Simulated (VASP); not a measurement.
Wanted: the native input for a VASP 6.6.1 run.

```
Task                   : relaxation of cell and atoms
Functional             : PBE
Potentials or basis    : VASP PAW PBE potentials, release 64 (Zn, Cl)
Cutoff                 : 600 eV
k mesh                 : 4 × 4 × 4
Occupations            : gaussian, width 0.1 eV
Spin                   : no spin polarisation
Dipole correction      : no
Further INCAR settings : ALGO = Normal; EDIFF = 1e-06; IBRION = 2; EDIFFG = -0.04; NSW = 90; ISIF = 3
```

The structure of ZnCl4 lies in POSCAR:

```
ZnCl4
1.0
   -3.4407428600      3.4407428600      3.4407428600
    3.4407428600     -3.4407428600      3.4407428600
    3.4407428600      3.4407428600     -3.4407428600
Zn Cl
1 4
Direct
    0.0000000000      0.0000000000      0.0000000000
    0.3495999900      0.3495999900      0.3495999900
    0.6504000100      0.0000000000      0.0000000000
    0.0000000000      0.0000000000      0.6504000100
    0.0000000000      0.6504000100      0.0000000000
```

The cell was generated, and may not be a known phase.

These files were run (other wordings do the same):

INCAR

```
SYSTEM = ZnCl4
  ALGO = Normal
  EDIFF = 1E-6
  EDIFFG = -0.04
  ENCUT = 600
  GGA = PE
  IBRION = 2
  ISIF = 3
  ISMEAR = 0
  LASPH = .TRUE.
  LCHARG = .FALSE.
  LREAL = .FALSE.
  LWAVE = .FALSE.
  NELM = 100
  NSW = 90
  PREC = Accurate
  SIGMA = 0.1
```

KPOINTS

```
k-points
0
G
  4 4 4
  0 0 0
```

Potentials or basis: VASP PAW PBE potentials, release 64 (Zn, Cl).

Launch:

```bash
$ cat potpaw_PBE.64/Zn/POTCAR potpaw_PBE.64/Cl/POTCAR > POTCAR
$ mpirun -np 1 vasp_std > vasp.out
```

Results of the run:

```
Relaxed volume                        : 28.07 Å³/atom
Relaxed cell                          : a = 5.670 Å, b = 5.670 Å, c = 5.670 Å, α = 109.47°, β = 109.47°, γ = 109.47°
Space group after relaxing (to 0.1 Å) : I-43m (No. 217)
Energy gained by relaxing             : 150.2 meV/atom
Ionic steps                           : 18
Pressure after relaxing               : 0.0 GPa
Largest force after relaxing          : 0.038 eV/Å
Band gap on the k mesh                : zero (bands 20 and 21 overlap by 0.63 eV)
```

Wall time 5.4 min on 1 thread of Intel(R) Xeon(R) 6975P-C (Granite Rapids), with other jobs on the host, peak memory 0.34 GiB.
